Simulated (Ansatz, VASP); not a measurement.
CdS in VASP and in Ansatz

```
Cd S
1.0
     0.01456    2.91956    2.91956
     2.91956    0.01456    2.91956
     2.91956    2.91956    0.01456
Cd S
1 1
Direct
  0.99944 0.99944 0.99944
  0.75056 0.75056 0.75056
```

Change from the starting cell: equal xy, yz and zx engineering shears of +0.5 %.

Alike in both runs: functional PBEsol; k mesh 6 × 6 × 6; non-collinear spin, spin-orbit coupling.

Ansatz relaxed the structure, and its values are those at the end. VASP's run is a single point on that final structure, the one shown.

|  | VASP | Ansatz |
| --- | --- | --- |
| version | VASP 6.6.1 | Ansatz 0.2.0 |
| potentials or method | VASP PAW PBE potentials, release 64 (Cd, S), cutoff 520 eV | all-electron LAPW |
| occupations | gaussian, width 0.01 eV | fixed |

|  | VASP | Ansatz | Ansatz less VASP |
| --- | --- | --- | --- |
| pressure (GPa) | 0.4 | 0.0 | -0.39 |
| net moment per atom (μB) | 0.00 | 0.00 | 0.000 |

VASP's potentials were made for PBE, not for PBEsol. Ansatz ran all-electron here, and VASP with PAW potentials.
